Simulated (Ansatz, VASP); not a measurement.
TiN: VASP beside Ansatz

```xyz
2
Lattice="0.0000 2.0791 2.0791 2.0791 0.0000 2.0791 2.0791 2.0791 0.0000" Properties=species:S:1:pos:R:3 pbc="T T T"
Ti    0.0000    0.0000    0.0000
N     2.0791    2.0791    2.0791
```

Change from the starting cell: volume scaled by 0.9405.

Alike in both runs: task single point; functional PBE; k mesh 13 × 13 × 13; occupations fermi-dirac, width 0.05 eV; no spin polarisation.

```csv
,VASP,Ansatz
version,VASP 6.6.1,Ansatz 0.2.0
potentials or method,"VASP PAW PBE potentials, release 64 (Ti_sv, N), cutoff 520 eV","all-electron LAPW, scalar-relativistic"
```

|  | VASP | Ansatz | Ansatz less VASP |
| --- | --- | --- | --- |
| pressure (GPa) | 20.5 | 20.1 | -0.45 |

Ansatz ran all-electron here, and VASP with PAW potentials.
